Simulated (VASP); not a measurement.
# GaN (P2_1) in VASP: single point with r2SCAN

Aim: the single point of GaN with r2SCAN.

Everything below comes from runs of VASP 6.6.1. Logs are shortened: lines on timing, memory, paths and dates and some standing lists are left out, and cuts for length are marked.

### 1 The cell of the first run

Symmetry: P2_1, No. 4, monoclinic system. The conventional cell has a = 3.183 Å, b = 5.184 Å, c = 3.183 Å, α = 90.00°, β = 120.00°, γ = 90.00°. Within 2.4 Å of Ga (site symmetry 1) lie 4 N at 1.81 to 2.09 Å. N (site symmetry 1) has 4 Ga at 1.81 to 2.09 Å within 2.4 Å.

### 2 Single point, r2SCAN (atoms displaced along a vibrational mode)

Contents of POSCAR:

```
GaN
1.0
    3.1830984305      0.0000000000      0.0000000000
   -1.5915492153      2.7566441036      0.0000000000
    0.0000000000      0.0000000000      5.1835962350
Ga N
2 2
Direct
    0.3257011620      0.6666666667      0.9991101043
    0.6742988380      0.3333333333      0.4991101043
    0.2862094371      0.6666666667      0.3758898957
    0.7137905629      0.3333333333      0.8758898957
```

Contents of INCAR.step1:

```
SYSTEM = GaN
PREC = Accurate
ENCUT = 520
ISMEAR = 0
SIGMA = 0.05
LREAL = .FALSE.
LASPH = .TRUE.
NELM = 60
NBANDS = 26
GGA = PE
ALGO = Normal
EDIFF = 1E-4
LWAVE = .TRUE.
LCHARG = .FALSE.
```

Contents of INCAR.step2:

```
SYSTEM = GaN
PREC = Accurate
ENCUT = 520
EDIFF = 1E-6
ISMEAR = 0
SIGMA = 0.05
LREAL = .FALSE.
LASPH = .TRUE.
NELM = 60
ALGO = Normal
ISIF = 2
LWAVE = .FALSE.
LCHARG = .TRUE.
METAGGA = R2SCAN
LMIXTAU = .TRUE.
LELF = .TRUE.
LVHAR = .TRUE.
NBANDS = 26
ISTART = 1
```

Contents of KPOINTS:

```
regular mesh
0
G
  12 12 6
  0 0 0
```

Potentials or basis: VASP PAW PBE potentials, release 64 (Ga_d, N).

The run is started by

```
$ cat potpaw_PBE.64/Ga_d/POTCAR potpaw_PBE.64/N/POTCAR > POTCAR
$ cp INCAR.step1 INCAR
$ mpirun -np 1 vasp_std > vasp.out
$ cp INCAR.step2 INCAR
$ mpirun -np 1 vasp_std > vasp.out
```

OUTCAR:

```text
SYSTEM = GaN
   PREC = Accurate
   ENCUT = 520
   EDIFF = 1E-6
   ISMEAR = 0
   LREAL = .FALSE.
   LASPH = .TRUE.
   NELM = 60
   ISIF = 2
   METAGGA = R2SCAN
   ISTART = 1

 ion  position               nearest neighbor table
   1  0.326  0.667  0.999-   4 1.81   4 1.95   3 1.96   4 2.09
   2  0.674  0.333  0.499-   3 1.81   3 1.95   4 1.96   3 2.09
   3  0.286  0.667  0.376-   2 1.81   2 1.95   1 1.96   2 2.09
   4  0.714  0.333  0.876-   1 1.81   1 1.95   2 1.96   1 2.09

  LATTYP: Found a hexagonal cell.
 ALAT       =     3.1830984305
 C/A-ratio  =     1.6284750058

  Lattice vectors:

 A1 = (   3.1830984305,   0.0000000000,   0.0000000000)
 A2 = (  -1.5915492153,   2.7566441036,   0.0000000000)
 A3 = (   0.0000000000,   0.0000000000,   5.1835962350)

Analysis of symmetry for initial positions (statically):
=====================================================================
 Subroutine PRICEL returns:
 Original cell was already a primitive cell.

 Routine SETGRP: Setting up the symmetry group for a
 hexagonal supercell.

 Subroutine GETGRP returns: Found  2 space group operations
 (whereof  1 operations were pure point group operations)
 out of a pool of 24 trial point group operations.

The static configuration has the point symmetry C_1 .
 The point group associated with its full space group is C_2 .

Analysis of symmetry for dynamics (positions and initial velocities):
=====================================================================
 Subroutine PRICEL returns:
 Original cell was already a primitive cell.

 Routine SETGRP: Setting up the symmetry group for a
 hexagonal supercell.

 Subroutine GETGRP returns: Found  2 space group operations
 (whereof  1 operations were pure point group operations)
 out of a pool of 24 trial point group operations.

The dynamic configuration has the point symmetry C_1 .
 The point group associated with its full space group is C_2 .

 Subroutine INISYM returns: Found  2 space group operations
 (whereof  1 operations are pure point group operations),
 and found     1 'primitive' translations

----------------------------------------------------------------------------------------

                                     Primitive cell

  volume of cell :      45.4843

  direct lattice vectors                    reciprocal lattice vectors
     3.183098430  0.000000000  0.000000000     0.314159308  0.181379961  0.000000000
    -1.591549215  2.756644104  0.000000000     0.000000000  0.362759922  0.000000000
     0.000000000  0.000000000  5.183596235     0.000000000  0.000000000  0.192916260

  length of vectors
     3.183098430  3.183098431  5.183596235     0.362759922  0.362759922  0.192916260

  position of ions in fractional coordinates (direct lattice)
     0.325701162  0.666666667  0.999110104
     0.674298838  0.333333333  0.499110104
     0.286209437  0.666666667  0.375889896
     0.713790563  0.333333333  0.875889896

  ion indices of the primitive-cell ions
   primitive index   ion index
                 1           1
                 2           2
                 3           3
                 4           4

----------------------------------------------------------------------------------------

 KPOINTS: regular mesh

Automatic generation of k-mesh.
 Grid dimensions read from file:
 generate k-points for:   12   12    6

 Generating k-lattice:

  Cartesian coordinates                     Fractional coordinates (reciprocal lattice)
     0.026179942  0.015114997  0.000000000     0.083333333  0.000000000  0.000000000
     0.000000000  0.030229993  0.000000000     0.000000000  0.083333333  0.000000000
     0.000000000  0.000000000  0.032152710     0.000000000  0.000000000  0.166666667

  Length of vectors
     0.030229994  0.030229993  0.032152710

  Shift w.r.t. Gamma in fractional coordinates (k-lattice)
     0.000000000  0.000000000  0.000000000

 Subroutine IBZKPT returns following result:
 ===========================================

 Found    296 irreducible k-points:

 Following reciprocal coordinates:
            Coordinates               Weight
  0.000000  0.000000  0.000000      1.000000
  0.083333  0.000000  0.000000      2.000000
  0.000000  0.083333  0.000000      2.000000
 -0.083333  0.083333  0.000000      2.000000
  0.166667 -0.000000  0.000000      2.000000
  0.000000  0.166667  0.000000      2.000000
[... 16 lines left out ...]
  0.166667  0.083333  0.000000      2.000000
 -0.083333  0.250000  0.000000      2.000000
 [... further k-points ...]
   k-points           NKPTS =    296   k-points in BZ     NKDIM =    296   number of bands    NBANDS=     26
   number of dos      NEDOS =    301   number of ions     NIONS =      4
   total plane-waves  NPLWV =  23040
   dimension x,y,z NGX =    24 NGY =   24 NGZ =   40
   dimension x,y,z NGXF=    48 NGYF=   48 NGZF=   80
   ions per type =               2   2
   NGX,Y,Z   is equivalent  to a cutoff of  12.53, 12.53, 12.83 a.u.
   NGXF,Y,Z  is equivalent  to a cutoff of  25.07, 25.07, 25.66 a.u.
 SYSTEM =  GaN
   PREC   = accura    normal or accurate (medium, high low for compatibility)
   ISTART =      1    job   : 0-new  1-cont  2-samecut
   ICHARG =      0    charge: 1-file 2-atom 10-const
   ISPIN  =      1    spin polarized calculation?
   LNONCOLLINEAR =      F non collinear calculations
   LSORBIT =      F    spin-orbit coupling
   LASPH  =      T    aspherical Exc in radial PAW
   ENCUT  =  520.0 eV  38.22 Ry    6.18 a.u.   5.92  5.92  9.64*2*pi/ulx,y,z
   NELM   =     60;   NELMIN=  2; NELMDL=  0     # of ELM steps
   EDIFF  = 0.1E-05   stopping-criterion for ELM
   LREAL  =      F    real-space projection
   EDIFFG = 0.1E-04   stopping-criterion for IOM
   NSW    =      0    number of steps for IOM
   IBRION =     -1    ionic relax: 0-MD 1-quasi-New 2-CG
   NFREE  =      0    steps in history (QN), initial steepest desc. (CG)
   ISIF   =      2    stress and relaxation
   ISYM   =      2    0-nonsym 1-usesym 2-fastsym
   POTIM  = 0.5000    time-step for ionic-motion
   TEBEG  =    0.0;   TEEND  =   0.0 temperature during run
   PSTRESS=    0.0 pullay stress
   NELECT =      36.0000    total number of electrons
   NUPDOWN=      -1.0000    fix difference up-down
   EMIN   =  10.00;   EMAX   =-10.00  energy-range for DOS
   EFERMI =   0.00;   METHOD = LEGACY
   ISMEAR =     0;   SIGMA  =   0.05  broadening in eV -4-tet -1-fermi 0-gaus
   EFERMI_NEDOS =   21; number of points for ismear=-14 and -15
   IALGO  =     38    algorithm
   IMIX   =      4    mixing-type and parameters
     AMIX     =   0.40;   BMIX     =  1.00
     AMIX_MAG =   1.60;   BMIX_MAG =  1.00
  volume/ion in A,a.u.               =      11.37        76.74
  Fermi-wavevector in a.u.,A,eV,Ry     =   1.514334  2.861676 31.200984  2.293208
  Thomas-Fermi vector in A             =   2.624005
   LORBIT       =      0    0 simple, 1 ext, 2 COOP (PROOUT), +10 PAW based schemes
   METAGGA = R2SCAN    functional components
   LHFCALC =     F    Hartree Fock is set to
   AEXX    =    0.0000 exact exchange contribution
   IVDW    =     0    specifies the selected vdW correction
   LEPSILON=     F    determine dielectric tensor
   LRPA    =     F    only Hartree local field effects (RPA)
 non-spin polarized calculation
 Gauss-broadening in eV      SIGMA  =   0.05
  energy-cutoff  :      520.00
  volume of cell :       45.48
 maximum number of plane-waves:      1248
   NGX = 11   NGY = 11   NGZ = 19

 number of electron      35.9999996 magnetization

 Free energy of the ion-electron system (eV)
  ---------------------------------------------------
  ext. energy  EPLUGINS =         0.00000000
  ---------------------------------------------------
  free energy    TOTEN  =       -43.38561415 eV

  energy without entropy =      -43.38561415  energy(sigma->0) =      -43.38561415

 E-fermi :   5.4025     XC(G=0): -12.6579

 val. band max:        5.1841624185   @ k =   0.0000   0.0000   0.0000
 cond. band min:       7.4108643706   @ k =   0.0000   0.0000   0.0000
 fundamental gap:      2.2267019521
 Fermi energy:         5.4024887738

 k-point     1 :       0.0000    0.0000    0.0000
  band No.  band energies     occupation
      1     -11.8128      2.00000
      2     -10.8313      2.00000
      3      -8.8040      2.00000
      4      -8.7804      2.00000
      5      -8.7102      2.00000
      6      -8.6971      2.00000
[... 18 lines left out ...]
     25      16.6822      0.00000
     26      19.0349      0.00000

 k-point     2 :       0.0833    0.0000    0.0000
  band No.  band energies     occupation
      1     -11.7404      2.00000
      2     -10.8090      2.00000
      3      -8.7986      2.00000
      4      -8.7564      2.00000
      5      -8.7029      2.00000
      6      -8.6823      2.00000
[... 18 lines left out ...]
     25      16.9064      0.00000
     26      18.5309      0.00000

 k-point     3 :       0.0000    0.0833    0.0000
  band No.  band energies     occupation
      1     -11.7435      2.00000
      2     -10.8082      2.00000
      3      -8.7994      2.00000
      4      -8.7680      2.00000
      5      -8.7083      2.00000
      6      -8.6725      2.00000
[... 18 lines left out ...]
     25      16.9774      0.00000
     26      18.8556      0.00000

 k-point     4 :      -0.0833    0.0833    0.0000
  band No.  band energies     occupation
      1     -11.7493      2.00000
      2     -10.8115      2.00000
      3      -8.7953      2.00000
      4      -8.7766      2.00000
      5      -8.6998      2.00000
      6      -8.6815      2.00000
[... 18 lines left out ...]
     25      16.7466      0.00000
     26      19.0221      0.00000

 k-point     5 :       0.1667   -0.0000    0.0000
  band No.  band energies     occupation
      1     -11.5406      2.00000
      2     -10.7531      2.00000
      3      -8.7586      2.00000
      4      -8.7044      2.00000
      5      -8.6775      2.00000
      6      -8.6495      2.00000
[... 18 lines left out ...]
     25      17.3770      0.00000
     26      18.1825      0.00000

 k-point     6 :       0.0000    0.1667    0.0000
  band No.  band energies     occupation
      1     -11.5527      2.00000
      2     -10.7494      2.00000
      3      -8.7746      2.00000
      4      -8.7423      2.00000
      5      -8.6816      2.00000
      6      -8.6325      2.00000
[... 427 lines left out ...]
 k-point    21 :      -0.0833    0.1667    0.0000
  band No.  band energies     occupation
      1     -11.6272      2.00000
      2     -10.7722      2.00000
      3      -8.7882      2.00000
      4      -8.7657      2.00000
      5      -8.6894      2.00000
      6      -8.6512      2.00000
[... 18 lines left out ...]
     25      17.3575      0.00000
     26      18.5178      0.00000

 k-point    22 :      -0.1667    0.0833    0.0000
  band No.  band energies     occupation
      1     -11.6188      2.00000
      2     -10.7749      2.00000
      3      -8.7810      2.00000
      4      -8.7399      2.00000
      5      -8.6705      2.00000
      6      -8.6695      2.00000
[... 18 lines left out ...]
     25      16.8234      0.00000
     26      18.5363      0.00000

 k-point    23 :       0.1667    0.0833    0.0000
  band No.  band energies     occupation
      1     -11.3620      2.00000
      2     -10.7067      2.00000
      3      -8.7125      2.00000
      4      -8.6710      2.00000
      5      -8.6595      2.00000
      6      -8.5879      2.00000
[... 18 lines left out ...]
     25      17.7625      0.00000
     26      18.3990      0.00000

 k-point    24 :      -0.0833    0.2500    0.0000
  band No.  band energies     occupation
      1     -11.4059      2.00000
      2     -10.7080      2.00000
      3      -8.7657      2.00000
      4      -8.7415      2.00000
      5      -8.6566      2.00000
      6      -8.6189      2.00000
[... 18 lines left out ...]
     25      17.9787      0.00000
     26      18.4087      0.00000

 [... further k-points ...]

------------------------ aborting loop because EDIFF is reached ----------------------------------------

  FORCE on cell =-STRESS in cart. coord.  units (eV):
  Direction    XX          YY          ZZ          XY          YZ          ZX
  --------------------------------------------------------------------------------------
  -------------------------------------------------------------------------------------
  Total        2.1948400      1.1329837      0.7628051      3.5641701      0.0000000      0.0000000
  in kB       77.3128212     39.9091356     26.8696638    125.5472106      0.0000000      0.0000000
  external PRESSURE =      48.0305402 kB  Pullay stress =       0.0000000 kB

 VOLUME and BASIS-vectors are now :
 -----------------------------------------------------------------------------
  energy-cutoff  :      520.00
  volume of cell :       45.48
      direct lattice vectors                 reciprocal lattice vectors
     3.183098430  0.000000000  0.000000000     0.314159308  0.181379961  0.000000000
    -1.591549215  2.756644104  0.000000000     0.000000000  0.362759922  0.000000000
     0.000000000  0.000000000  5.183596235     0.000000000  0.000000000  0.192916260

 POSITION                                       TOTAL-FORCE (eV/Angst)
 -----------------------------------------------------------------------------------
     -0.02429      1.83776      5.17898         2.141172      0.741808      0.478321
      1.61584      0.91888      2.58719        -2.141172     -0.741808      0.478321
     -0.15000      1.83776      1.94846         2.623326      0.801133     -0.478321
      1.74155      0.91888      4.54026        -2.623326     -0.801133     -0.478321
 -----------------------------------------------------------------------------------
    total drift:                                0.000002      0.000004      0.034288

  FREE ENERGIE OF THE ION-ELECTRON SYSTEM (eV)
  ---------------------------------------------------
  free  energy   TOTEN  =       -43.3856141519 eV

  energy  without entropy=      -43.3856141519  energy(sigma->0) =      -43.38561415
```

Run time: 20 min. Hardware: 1 thread of Oxide Virtual Turin-like, shared host; peak memory 0.36 GiB.

Results:

```yaml
Free_energy: -43.3856 eV
Pressure: 4.8 GPa
Largest_force: 2.784 eV/Å
Band_gap_on_the_k_mesh: 2.23 eV
```

Forces on the atoms (eV/Å):
```
Ga   2.141  0.742  0.478
Ga  -2.141 -0.742  0.478
N    2.623  0.801 -0.478
N   -2.623 -0.801 -0.478
```

Stress tensor (GPa, compression positive):
```
 7.73 12.55  0.00
12.55  3.99  0.00
 0.00  0.00  2.69
```

Caveat: the cell differs from its parent crystal (atoms displaced along a vibrational mode); the stress differs along the axes, from 3 to 8 GPa; the PAW data sets were made with another functional, which shifts forces and pressure a little.
